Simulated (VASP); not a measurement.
# GaN (P6_3mc) in VASP: single point with LDA

Aim: the single point of GaN with LDA.

Everything below comes from runs of VASP 6.6.1. Logs are shortened: lines on timing, memory, paths and dates and some standing lists are left out, and cuts for length are marked.

**1. The cell of the first run**

Symmetry: P6_3mc, No. 186, hexagonal system. Conventional cell: a = 3.152 Å, b = 3.152 Å, c = 5.138 Å, α = 90.00°, β = 90.00°, γ = 120.00°. Ga (site symmetry 3m) has 4 N at 1.93 Å within 2.6 Å. N (site symmetry 3m) has 4 Ga at 1.93 Å within 2.6 Å.

**2. Single point, LDA**

Contents of INCAR:

```
SYSTEM = GaN
ALGO = Normal
EDIFF = 1E-6
ENCUT = 1330
GGA_COMPAT = .False.
ISIF = 2
ISMEAR = 0
LASPH = .True.
LCHARG = .True.
LELF = .True.
LREAL = .False.
LVHAR = .True.
LWAVE = .False.
NBANDS = 26
NELM = 120
PREC = Accurate
SIGMA = 0.02
```

Contents of KPOINTS:

```
k-points
0
Gamma
  12 12 6
  0 0 0
```

Contents of POSCAR:

```
GaN
1.0
    3.1517989637      0.0000000000      0.0000000000
   -1.5758994818      2.7295379702      0.0000000000
    0.0000000000      0.0000000000      5.1384823971
Ga N
2 2
Direct
    0.6666666667      0.3333333333      0.4992976322
    0.3333333333      0.6666666667      0.9992976322
    0.6666666667      0.3333333333      0.8757023678
    0.3333333333      0.6666666667      0.3757023678
```

Potentials or basis: VASP PAW LDA potentials, release 64 (Ga_d, N_h).

Command:

```console
cat potpaw_LDA.64/Ga_d/POTCAR potpaw_LDA.64/N_h/POTCAR > POTCAR
mpirun -np 1 vasp_std > vasp.out
```

OUTCAR:

```text
SYSTEM = GaN
   EDIFF = 1E-6
   ENCUT = 1330
   ISIF = 2
   ISMEAR = 0
   LASPH = .True.
   LREAL = .False.
   NELM = 120
   PREC = Accurate

 ion  position               nearest neighbor table
   1  0.667  0.333  0.499-   4 1.93   4 1.93   4 1.93   3 1.93
   2  0.333  0.667  0.999-   3 1.93   3 1.93   3 1.93   4 1.93
   3  0.667  0.333  0.876-   2 1.93   2 1.93   2 1.93   1 1.93
   4  0.333  0.667  0.376-   1 1.93   1 1.93   1 1.93   2 1.93

  LATTYP: Found a hexagonal cell.
 ALAT       =     3.1517989637
 C/A-ratio  =     1.6303331704

  Lattice vectors:

 A1 = (   3.1517989637,   0.0000000000,   0.0000000000)
 A2 = (  -1.5758994818,   2.7295379702,   0.0000000000)
 A3 = (   0.0000000000,   0.0000000000,   5.1384823971)

Analysis of symmetry for initial positions (statically):
=====================================================================
 Subroutine PRICEL returns:
 Original cell was already a primitive cell.

 Routine SETGRP: Setting up the symmetry group for a
 hexagonal supercell.

 Subroutine GETGRP returns: Found 12 space group operations
 (whereof  6 operations were pure point group operations)
 out of a pool of 24 trial point group operations.

The static configuration has the point symmetry C_3v.
 The point group associated with its full space group is C_6v.

Analysis of symmetry for dynamics (positions and initial velocities):
=====================================================================
 Subroutine PRICEL returns:
 Original cell was already a primitive cell.

 Routine SETGRP: Setting up the symmetry group for a
 hexagonal supercell.

 Subroutine GETGRP returns: Found 12 space group operations
 (whereof  6 operations were pure point group operations)
 out of a pool of 24 trial point group operations.

The dynamic configuration has the point symmetry C_3v.
 The point group associated with its full space group is C_6v.

 Subroutine INISYM returns: Found 12 space group operations
 (whereof  6 operations are pure point group operations),
 and found     1 'primitive' translations

----------------------------------------------------------------------------------------

                                     Primitive cell

  volume of cell :      44.2061

  direct lattice vectors                    reciprocal lattice vectors
     3.151798964  0.000000000  0.000000000     0.317279119  0.183181185  0.000000000
    -1.575899482  2.729537970  0.000000000     0.000000000  0.366362370  0.000000000
     0.000000000  0.000000000  5.138482397     0.000000000  0.000000000  0.194609988

  length of vectors
     3.151798964  3.151798964  5.138482397     0.366362370  0.366362370  0.194609988

  position of ions in fractional coordinates (direct lattice)
     0.666666667  0.333333333  0.499297632
     0.333333333  0.666666667  0.999297632
     0.666666667  0.333333333  0.875702368
     0.333333333  0.666666667  0.375702368

  ion indices of the primitive-cell ions
   primitive index   ion index
                 1           1
                 2           2
                 3           3
                 4           4

----------------------------------------------------------------------------------------

 KPOINTS: k-points

Automatic generation of k-mesh.
 Grid dimensions read from file:
 generate k-points for:   12   12    6

 Generating k-lattice:

  Cartesian coordinates                     Fractional coordinates (reciprocal lattice)
     0.026439927  0.015265099  0.000000000     0.083333333  0.000000000  0.000000000
     0.000000000  0.030530198  0.000000000     0.000000000  0.083333333  0.000000000
     0.000000000  0.000000000  0.032434998     0.000000000  0.000000000  0.166666667

  Length of vectors
     0.030530198  0.030530198  0.032434998

  Shift w.r.t. Gamma in fractional coordinates (k-lattice)
     0.000000000  0.000000000  0.000000000

 Subroutine IBZKPT returns following result:
 ===========================================

 Found     76 irreducible k-points:

 Following reciprocal coordinates:
            Coordinates               Weight
  0.000000  0.000000  0.000000      1.000000
  0.083333  0.000000  0.000000      6.000000
  0.166667  0.000000  0.000000      6.000000
  0.250000  0.000000  0.000000      6.000000
  0.333333 -0.000000  0.000000      6.000000
  0.416667  0.000000  0.000000      6.000000
[... 16 lines left out ...]
  0.250000  0.000000  0.166667     12.000000
  0.333333 -0.000000  0.166667     12.000000
 [... further k-points ...]
   k-points           NKPTS =     76   k-points in BZ     NKDIM =     76   number of bands    NBANDS=     26
   number of dos      NEDOS =    301   number of ions     NIONS =      4
   total plane-waves  NPLWV = 102400
   dimension x,y,z NGX =    40 NGY =   40 NGZ =   64
   dimension x,y,z NGXF=    80 NGYF=   80 NGZF=  128
   ions per type =               2   2
   NGX,Y,Z   is equivalent  to a cutoff of  21.10, 21.10, 20.71 a.u.
   NGXF,Y,Z  is equivalent  to a cutoff of  42.20, 42.20, 41.41 a.u.
 SYSTEM =  GaN
   PREC   = accura    normal or accurate (medium, high low for compatibility)
   ISTART =      0    job   : 0-new  1-cont  2-samecut
   ICHARG =      2    charge: 1-file 2-atom 10-const
   ISPIN  =      1    spin polarized calculation?
   LNONCOLLINEAR =      F non collinear calculations
   LSORBIT =      F    spin-orbit coupling
   LASPH  =      T    aspherical Exc in radial PAW
   ENCUT  = 1330.0 eV  97.75 Ry    9.89 a.u.   9.37  9.37 15.28*2*pi/ulx,y,z
   NELM   =    120;   NELMIN=  2; NELMDL= -5     # of ELM steps
   EDIFF  = 0.1E-05   stopping-criterion for ELM
   LREAL  =      F    real-space projection
   EDIFFG = 0.1E-04   stopping-criterion for IOM
   NSW    =      0    number of steps for IOM
[... 5 lines left out ...]
   TEBEG  =    0.0;   TEEND  =   0.0 temperature during run
   PSTRESS=    0.0 pullay stress
   NELECT =      36.0000    total number of electrons
   NUPDOWN=      -1.0000    fix difference up-down
   EMIN   =  10.00;   EMAX   =-10.00  energy-range for DOS
   EFERMI =   0.00;   METHOD = LEGACY
   ISMEAR =     0;   SIGMA  =   0.02  broadening in eV -4-tet -1-fermi 0-gaus
   EFERMI_NEDOS =   21; number of points for ismear=-14 and -15
   IALGO  =     38    algorithm
   IMIX   =      4    mixing-type and parameters
     AMIX     =   0.40;   BMIX     =  1.00
     AMIX_MAG =   1.60;   BMIX_MAG =  1.00
  volume/ion in A,a.u.               =      11.05        74.58
  Fermi-wavevector in a.u.,A,eV,Ry     =   1.528791  2.888996 31.799569  2.337202
  Thomas-Fermi vector in A             =   2.636501
   LORBIT       =      0    0 simple, 1 ext, 2 COOP (PROOUT), +10 PAW based schemes
   GGA     = CA    functional components
   LHFCALC =     F    Hartree Fock is set to
   AEXX    =    0.0000 exact exchange contribution
   IVDW    =     0    specifies the selected vdW correction
   LEPSILON=     F    determine dielectric tensor
   LRPA    =     F    only Hartree local field effects (RPA)
 non-spin polarized calculation
 Gauss-broadening in eV      SIGMA  =   0.02
  energy-cutoff  :     1330.00
  volume of cell :       44.21
 maximum number of plane-waves:      4914
 NGX is ok and might be reduce to    40
   NGX = 19   NGY = 19   NGZ = 31

 number of electron      36.0000000 magnetization

 Free energy of the ion-electron system (eV)
  ---------------------------------------------------
  ext. energy  EPLUGINS =         0.00000000
  ---------------------------------------------------
  free energy    TOTEN  =       -27.91664223 eV

  energy without entropy =      -27.91664223  energy(sigma->0) =      -27.91664223

 E-fermi :   5.8408     XC(G=0): -12.3138

 val. band max:        5.7590627605   @ k =   0.0000   0.0000   0.0000
 cond. band min:       7.9062572932   @ k =   0.0000   0.0000   0.0000
 fundamental gap:      2.1471945328
 Fermi energy:         5.8407585975

 k-point     1 :       0.0000    0.0000    0.0000
  band No.  band energies     occupation
      1     -10.3821      2.00000
      2      -9.4014      2.00000
      3      -7.8284      2.00000
      4      -7.8110      2.00000
      5      -7.8110      2.00000
      6      -7.7439      2.00000
[... 18 lines left out ...]
     25      17.5400      0.00000
     26      17.5400      0.00000

 k-point     2 :       0.0833    0.0000    0.0000
  band No.  band energies     occupation
      1     -10.3079      2.00000
      2      -9.3825      2.00000
      3      -7.8217      2.00000
      4      -7.7999      2.00000
      5      -7.7889      2.00000
      6      -7.7359      2.00000
[... 18 lines left out ...]
     25      17.1822      0.00000
     26      17.7002      0.00000

 k-point     3 :       0.1667    0.0000    0.0000
  band No.  band energies     occupation
      1     -10.1055      2.00000
      2      -9.3365      2.00000
      3      -7.7952      2.00000
      4      -7.7728      2.00000
      5      -7.7305      2.00000
      6      -7.6959      2.00000
[... 18 lines left out ...]
     25      17.1879      0.00000
     26      18.0694      0.00000

 k-point     4 :       0.2500    0.0000    0.0000
  band No.  band energies     occupation
      1      -9.8384      2.00000
      2      -9.2867      2.00000
      3      -7.7679      2.00000
      4      -7.7460      2.00000
      5      -7.6795      2.00000
      6      -7.6312      2.00000
[... 18 lines left out ...]
     25      17.2184      0.00000
     26      18.5701      0.00000

 k-point     5 :       0.3333   -0.0000    0.0000
  band No.  band energies     occupation
      1      -9.6000      2.00000
      2      -9.2511      2.00000
      3      -7.7554      2.00000
      4      -7.7326      2.00000
      5      -7.6471      2.00000
      6      -7.5768      2.00000
[... 18 lines left out ...]
     25      17.3859      0.00000
     26      19.0077      0.00000

 k-point     6 :       0.4167    0.0000    0.0000
  band No.  band energies     occupation
      1      -9.4557      2.00000
      2      -9.2331      2.00000
      3      -7.7578      2.00000
      4      -7.7300      2.00000
      5      -7.6319      2.00000
      6      -7.5780      2.00000
[... 427 lines left out ...]
 k-point    21 :       0.0833    0.0000    0.1667
  band No.  band energies     occupation
      1     -10.2234      2.00000
      2      -9.4109      2.00000
      3      -7.8118      2.00000
      4      -7.7979      2.00000
      5      -7.7769      2.00000
      6      -7.7427      2.00000
[... 18 lines left out ...]
     25      17.0262      0.00000
     26      17.4443      0.00000

 k-point    22 :       0.1667    0.0000    0.1667
  band No.  band energies     occupation
      1     -10.0297      2.00000
      2      -9.3570      2.00000
      3      -7.7915      2.00000
      4      -7.7692      2.00000
      5      -7.7315      2.00000
      6      -7.6952      2.00000
[... 18 lines left out ...]
     25      16.7911      0.00000
     26      17.8522      0.00000

 k-point    23 :       0.2500    0.0000    0.1667
  band No.  band energies     occupation
      1      -9.7776      2.00000
      2      -9.2981      2.00000
      3      -7.7689      2.00000
      4      -7.7390      2.00000
      5      -7.6941      2.00000
      6      -7.6394      2.00000
[... 18 lines left out ...]
     25      16.9006      0.00000
     26      18.3878      0.00000

 k-point    24 :       0.3333   -0.0000    0.1667
  band No.  band energies     occupation
      1      -9.5569      2.00000
      2      -9.2552      2.00000
      3      -7.7609      2.00000
      4      -7.7217      2.00000
      5      -7.6643      2.00000
      6      -7.5857      2.00000
[... 18 lines left out ...]
     25      17.1243      0.00000
     26      18.9587      0.00000

 [... further k-points ...]

------------------------ aborting loop because EDIFF is reached ----------------------------------------

  FORCE on cell =-STRESS in cart. coord.  units (eV):
  Direction    XX          YY          ZZ          XY          YZ          ZX
  --------------------------------------------------------------------------------------
  -------------------------------------------------------------------------------------
  Total        0.3265729      0.3265729      0.3236051      0.0000000      0.0000000      0.0000000
  in kB       11.8360875     11.8360875     11.7285244      0.0000000      0.0000000      0.0000000
  external PRESSURE =      11.8002332 kB  Pullay stress =       0.0000000 kB

 VOLUME and BASIS-vectors are now :
 -----------------------------------------------------------------------------
  energy-cutoff  :     1330.00
  volume of cell :       44.21
      direct lattice vectors                 reciprocal lattice vectors
     3.151798964  0.000000000  0.000000000     0.317279119  0.183181185  0.000000000
    -1.575899482  2.729537970  0.000000000     0.000000000  0.366362370  0.000000000
     0.000000000  0.000000000  5.138482397     0.000000000  0.000000000  0.194609988

 POSITION                                       TOTAL-FORCE (eV/Angst)
 -----------------------------------------------------------------------------------
      1.57590      0.90985      2.56563        -0.000000      0.000000      0.001204
     -0.00000      1.81969      5.13487         0.000000      0.000000      0.001204
      1.57590      0.90985      4.49978         0.000000      0.000000     -0.001204
     -0.00000      1.81969      1.93054        -0.000000      0.000000     -0.001204
 -----------------------------------------------------------------------------------
    total drift:                               -0.000000      0.000000      0.000083

  FREE ENERGIE OF THE ION-ELECTRON SYSTEM (eV)
  ---------------------------------------------------
  free  energy   TOTEN  =       -27.9166422303 eV

  energy  without entropy=      -27.9166422303  energy(sigma->0) =      -27.91664223
```

Wall time 4.6 min (1 thread of Intel Xeon Platinum 8488C (Sapphire Rapids), shared host); peak memory 0.46 GiB.

Results:

```yaml
Free_energy: -27.9166 eV
Pressure: 1.2 GPa
Band_gap_on_the_k_mesh: 2.15 eV
```

Levels at points of the mesh, in eV from the valence-band top:
| k point | band 14 | band 15 | band 16 | band 17 | band 18 | band 19 | band 20 | band 21 | band 22 | band 23 |
| --- | --- | --- | --- | --- | --- | --- | --- | --- | --- | --- |
| (0.00, 0.00, 0.00) | -1.08 | -1.08 | -0.05 | 0.00 | 0.00 | 2.15 | 4.39 | 9.22 | 9.90 | 9.90 |
| (0.50, 0.00, 0.00) | -5.46 | -4.41 | -2.88 | -2.34 | -1.05 | 5.00 | 5.67 | 6.00 | 8.72 | 10.41 |
| (0.00, 0.00, 0.50) | -3.92 | -0.56 | -0.56 | -0.56 | -0.56 | 4.41 | 4.41 | 8.47 | 8.47 | 10.44 |
| (0.50, 0.00, 0.50) | -6.85 | -2.04 | -2.04 | -1.99 | -1.99 | 4.39 | 4.39 | 7.81 | 7.81 | 10.00 |
